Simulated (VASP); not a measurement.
# WC (P-6m2) in VASP: single point with PBEsol

Aim: the single point of WC with PBEsol.

Program: VASP 6.6.1. These are calculated values, not measurements. Logs are shortened: lines on timing, memory, paths and dates and some standing lists are left out, and cuts for length are marked.

### Step 1. The cell of the first run

The structure is hexagonal, space group P-6m2 (No. 187). Conventional cell: a = 2.899 Å, b = 2.899 Å, c = 2.828 Å, α = 90.00°, β = 90.00°, γ = 120.00°. Within 2.9 Å of W (site symmetry -6m2) lie 6 C at 2.19 Å and 8 W at 2.83 to 2.90 Å. C (site symmetry -6m2) has 6 W at 2.19 Å and 8 C at 2.83 to 2.90 Å within 2.9 Å.

### Step 2. Single point, PBEsol

INCAR

```
ALGO = Normal ; EDIFF = 1E-6
ENCUT = 1300 ; GGA = PS
GGA_COMPAT = F ; ISIF = 2
ISMEAR = 0 ; LASPH = T
LCHARG = F ; LREAL = F
LWAVE = F ; NBANDS = 16
NELM = 120 ; PREC = Accurate
SIGMA = 0.1
```

KPOINTS

```
k-points
0
Gamma
  6 6 6
```

POSCAR

```
WC
1.0
    2.8985811345      0.0000000000      0.0000000000
   -1.4492905673      2.5102448974      0.0000000000
    0.0000000000      0.0000000000      2.8280347686
W C
1 1
Direct
    0.0000000000      0.0000000000      0.0000000000
    0.6666666667      0.3333333333      0.5000000000
```

Potentials or basis: VASP PAW PBE potentials, release 64 (W_sv, C_h).

Command:

```console
> cat potpaw_PBE.64/W_sv/POTCAR potpaw_PBE.64/C_h/POTCAR > POTCAR
> mpirun -np 1 vasp_std > vasp.out
```

OUTCAR:

```text
EDIFF = 1E-6
   ENCUT = 1300
   GGA = PS
   ISIF = 2
   ISMEAR = 0
   LASPH = T
   LREAL = F
   NELM = 120
   PREC = Accurate

 ion  position               nearest neighbor table
   1  0.000  0.000  0.000-   2 2.19   2 2.19   2 2.19   2 2.19   2 2.19   2 2.19
   2  0.667  0.333  0.500-   1 2.19   1 2.19   1 2.19   1 2.19   1 2.19   1 2.19

  LATTYP: Found a hexagonal cell.
 ALAT       =     2.8985811345
 C/A-ratio  =     0.9756617591

  Lattice vectors:

 A1 = (   2.8985811345,   0.0000000000,   0.0000000000)
 A2 = (  -1.4492905673,   2.5102448974,   0.0000000000)
 A3 = (   0.0000000000,   0.0000000000,   2.8280347686)

Analysis of symmetry for initial positions (statically):
=====================================================================
 Subroutine PRICEL returns:
 Original cell was already a primitive cell.

 Routine SETGRP: Setting up the symmetry group for a
 hexagonal supercell.

 Subroutine GETGRP returns: Found 12 space group operations
 (whereof 12 operations were pure point group operations)
 out of a pool of 24 trial point group operations.

The static configuration has the point symmetry D_3h.

Analysis of symmetry for dynamics (positions and initial velocities):
=====================================================================
 Subroutine PRICEL returns:
 Original cell was already a primitive cell.

 Routine SETGRP: Setting up the symmetry group for a
 hexagonal supercell.

 Subroutine GETGRP returns: Found 12 space group operations
 (whereof 12 operations were pure point group operations)
 out of a pool of 24 trial point group operations.

The dynamic configuration has the point symmetry D_3h.

 Subroutine INISYM returns: Found 12 space group operations
 (whereof 12 operations are pure point group operations),
 and found     1 'primitive' translations

----------------------------------------------------------------------------------------

                                     Primitive cell

  volume of cell :      20.5772

  direct lattice vectors                    reciprocal lattice vectors
     2.898581135  0.000000000  0.000000000     0.344996381  0.199183753  0.000000000
    -1.449290567  2.510244897  0.000000000     0.000000000  0.398367506  0.000000000
     0.000000000  0.000000000  2.828034769     0.000000000  0.000000000  0.353602442

  length of vectors
     2.898581135  2.898581135  2.828034769     0.398367506  0.398367506  0.353602442

  position of ions in fractional coordinates (direct lattice)
     0.000000000  0.000000000  0.000000000
     0.666666667  0.333333333  0.500000000

  ion indices of the primitive-cell ions
   primitive index   ion index
                 1           1
                 2           2

----------------------------------------------------------------------------------------

 KPOINTS: k-points

Automatic generation of k-mesh.
 Grid dimensions read from file:
 generate k-points for:    6    6    6

 Generating k-lattice:

  Cartesian coordinates                     Fractional coordinates (reciprocal lattice)
     0.057499397  0.033197292  0.000000000     0.166666667  0.000000000  0.000000000
     0.000000000  0.066394584  0.000000000     0.000000000  0.166666667  0.000000000
     0.000000000  0.000000000  0.058933740     0.000000000  0.000000000  0.166666667

  Length of vectors
     0.066394584  0.066394584  0.058933740

  Shift w.r.t. Gamma in fractional coordinates (k-lattice)
     0.000000000  0.000000000  0.000000000

 Subroutine IBZKPT returns following result:
 ===========================================

 Found     28 irreducible k-points:

 Following reciprocal coordinates:
            Coordinates               Weight
  0.000000  0.000000  0.000000      1.000000
  0.166667  0.000000  0.000000      6.000000
  0.333333  0.000000  0.000000      6.000000
  0.500000  0.000000  0.000000      3.000000
  0.166667  0.166667  0.000000      6.000000
  0.333333  0.166667  0.000000     12.000000
[... 16 lines left out ...]
  0.166667  0.000000  0.500000      6.000000
  0.333333  0.000000  0.500000      6.000000
 [... further k-points ...]
   k-points           NKPTS =     28   k-points in BZ     NKDIM =     28   number of bands    NBANDS=     16
   number of dos      NEDOS =    301   number of ions     NIONS =      2
   total plane-waves  NPLWV =  46656
   dimension x,y,z NGX =    36 NGY =   36 NGZ =   36
   dimension x,y,z NGXF=    72 NGYF=   72 NGZF=   72
   ions per type =               1   1
   NGX,Y,Z   is equivalent  to a cutoff of  20.65, 20.65, 21.16 a.u.
   NGXF,Y,Z  is equivalent  to a cutoff of  41.30, 41.30, 42.33 a.u.
 SYSTEM =  unknown system
   PREC   = accura    normal or accurate (medium, high low for compatibility)
   ISTART =      0    job   : 0-new  1-cont  2-samecut
   ICHARG =      2    charge: 1-file 2-atom 10-const
   ISPIN  =      1    spin polarized calculation?
   LNONCOLLINEAR =      F non collinear calculations
   LSORBIT =      F    spin-orbit coupling
   LASPH  =      T    aspherical Exc in radial PAW
   ENCUT  = 1300.0 eV  95.55 Ry    9.77 a.u.   8.52  8.52  8.31*2*pi/ulx,y,z
   NELM   =    120;   NELMIN=  2; NELMDL= -5     # of ELM steps
   EDIFF  = 0.1E-05   stopping-criterion for ELM
   LREAL  =      F    real-space projection
   EDIFFG = 0.1E-04   stopping-criterion for IOM
   NSW    =      0    number of steps for IOM
   IBRION =     -1    ionic relax: 0-MD 1-quasi-New 2-CG
   NFREE  =      0    steps in history (QN), initial steepest desc. (CG)
   ISIF   =      2    stress and relaxation
   ISYM   =      2    0-nonsym 1-usesym 2-fastsym
   POTIM  = 0.5000    time-step for ionic-motion
   TEBEG  =    0.0;   TEEND  =   0.0 temperature during run
   PSTRESS=    0.0 pullay stress
   NELECT =      18.0000    total number of electrons
   NUPDOWN=      -1.0000    fix difference up-down
   EMIN   =  10.00;   EMAX   =-10.00  energy-range for DOS
   EFERMI =   0.00;   METHOD = LEGACY
   ISMEAR =     0;   SIGMA  =   0.10  broadening in eV -4-tet -1-fermi 0-gaus
   EFERMI_NEDOS =   21; number of points for ismear=-14 and -15
   IALGO  =     38    algorithm
   IMIX   =      4    mixing-type and parameters
     AMIX     =   0.40;   BMIX     =  1.00
     AMIX_MAG =   1.60;   BMIX_MAG =  1.00
  volume/ion in A,a.u.               =      10.29        69.43
  Fermi-wavevector in a.u.,A,eV,Ry     =   1.565682  2.958710 33.352781  2.451360
  Thomas-Fermi vector in A             =   2.668122
   LORBIT       =      0    0 simple, 1 ext, 2 COOP (PROOUT), +10 PAW based schemes
   GGA     = PS    functional components
   LHFCALC =     F    Hartree Fock is set to
   AEXX    =    0.0000 exact exchange contribution
   IVDW    =     0    specifies the selected vdW correction
   LEPSILON=     F    determine dielectric tensor
   LRPA    =     F    only Hartree local field effects (RPA)
 non-spin polarized calculation
 Gauss-broadening in eV      SIGMA  =   0.10
  energy-cutoff  :     1300.00
  volume of cell :       20.58
 maximum number of plane-waves:      2236
 NGX is ok and might be reduce to    36
   NGX = 17   NGY = 17   NGZ = 17

 number of electron      18.0000000 magnetization

 Free energy of the ion-electron system (eV)
  ---------------------------------------------------
  ext. energy  EPLUGINS =         0.00000000
  ---------------------------------------------------
  free energy    TOTEN  =       -23.90282680 eV

  energy without entropy =      -23.89907537  energy(sigma->0) =      -23.90095109

 E-fermi :  11.6402     XC(G=0): -14.0138

 val. band max:       11.5106925273   @ k =   0.0000   0.0000   0.0000
 cond. band min:      11.6580380466   @ k =   0.0000   0.0000   0.1667
 fundamental gap:      0.1473455194
 Fermi energy:        11.6402277477

 k-point     1 :       0.0000    0.0000    0.0000
  band No.  band energies     occupation
      1     -62.5334      2.00000
      2     -26.5222      2.00000
      3     -26.4121      2.00000
      4     -26.4121      2.00000
      5      -3.1036      2.00000
      6       7.0064      2.00000
[... 8 lines left out ...]
     15      25.7761      0.00000
     16      28.1649      0.00000

 k-point     2 :       0.1667    0.0000    0.0000
  band No.  band energies     occupation
      1     -62.5181      2.00000
      2     -26.6326      2.00000
      3     -26.4934      2.00000
      4     -26.4623      2.00000
      5      -2.3944      2.00000
      6       6.6510      2.00000
[... 8 lines left out ...]
     15      25.0828      0.00000
     16      29.6190      0.00000

 k-point     3 :       0.3333    0.0000    0.0000
  band No.  band energies     occupation
      1     -62.4877      2.00000
      2     -27.0537      2.00000
      3     -26.5611      2.00000
      4     -26.4354      2.00000
      5      -0.7578      2.00000
      6       5.0587      2.00000
[... 8 lines left out ...]
     15      26.3838      0.00000
     16      28.1618      0.00000

 k-point     4 :       0.5000    0.0000    0.0000
  band No.  band energies     occupation
      1     -62.4723      2.00000
      2     -27.2552      2.00000
      3     -26.6099      2.00000
      4     -26.4062      2.00000
      5       0.2991      2.00000
      6       4.3105      2.00000
[... 8 lines left out ...]
     15      24.2859      0.00000
     16      29.5840      0.00000
[... 324 lines left out ...]
 k-point    22 :       0.0000    0.0000    0.5000
  band No.  band energies     occupation
      1     -62.4905      2.00000
      2     -27.2928      2.00000
      3     -26.3417      2.00000
      4     -26.3417      2.00000
      5       1.0240      2.00000
      6       2.6597      2.00000
[... 8 lines left out ...]
     15      23.2968      0.00000
     16      28.6863      0.00000

 k-point    23 :       0.1667    0.0000    0.5000
  band No.  band energies     occupation
      1     -62.4756      2.00000
      2     -27.2488      2.00000
      3     -26.5487      2.00000
      4     -26.3886      2.00000
      5       0.7750      2.00000
      6       3.5248      2.00000
[... 8 lines left out ...]
     15      24.7816      0.00000
     16      28.2796      0.00000

 k-point    24 :       0.3333    0.0000    0.5000
  band No.  band energies     occupation
      1     -62.4458      2.00000
      2     -27.1597      2.00000
      3     -26.9460      2.00000
      4     -26.4812      2.00000
      5       0.3049      2.00000
      6       4.7524      2.00000
[... 8 lines left out ...]
     15      25.2705      0.00000
     16      28.5597      0.00000

 [... further k-points ...]

------------------------ aborting loop because EDIFF is reached ----------------------------------------

  FORCE on cell =-STRESS in cart. coord.  units (eV):
  Direction    XX          YY          ZZ          XY          YZ          ZX
  --------------------------------------------------------------------------------------
  -------------------------------------------------------------------------------------
  Total        0.2454343      0.2454343     -0.0469584     -0.0000000      0.0000000      0.0000000
  in kB       19.1099469     19.1099469     -3.6562673     -0.0000000      0.0000000      0.0000000
  external PRESSURE =      11.5212089 kB  Pullay stress =       0.0000000 kB

 VOLUME and BASIS-vectors are now :
 -----------------------------------------------------------------------------
  energy-cutoff  :     1300.00
  volume of cell :       20.58
      direct lattice vectors                 reciprocal lattice vectors
     2.898581135  0.000000000  0.000000000     0.344996381  0.199183753  0.000000000
    -1.449290567  2.510244897  0.000000000     0.000000000  0.398367506  0.000000000
     0.000000000  0.000000000  2.828034769     0.000000000  0.000000000  0.353602442

 POSITION                                       TOTAL-FORCE (eV/Angst)
 -----------------------------------------------------------------------------------
      0.00000      0.00000      0.00000         0.000000     -0.000000      0.000000
      1.44929      0.83675      1.41402        -0.000000      0.000000      0.000000
 -----------------------------------------------------------------------------------
    total drift:                               -0.000000      0.000000      0.000000

  FREE ENERGIE OF THE ION-ELECTRON SYSTEM (eV)
  ---------------------------------------------------
  free  energy   TOTEN  =       -23.9028268005 eV

  energy  without entropy=      -23.8990753716  energy(sigma->0) =      -23.90095109
```

It took 42 s on 1 thread of Intel Xeon Platinum 8259CL at 2.50GHz (Skylake/Cascade Lake), shared host; peak memory 0.23 GiB.

What came out:

```
Free energy            : -23.9028 eV
Pressure               : 1.2 GPa
Band gap on the k mesh : zero (bands 9 and 10 overlap by 1.20 eV)
```

Caveat: the k points lie up to 0.42 Å⁻¹ apart, too coarse for converged energies and pressures of a metal; the PAW data sets were made with another functional, which shifts forces and pressure a little; spin-orbit coupling is left out, which moves the levels of the heavy elements.

The gap in the log of VASP goes by the Fermi energy; the results here count the filled bands.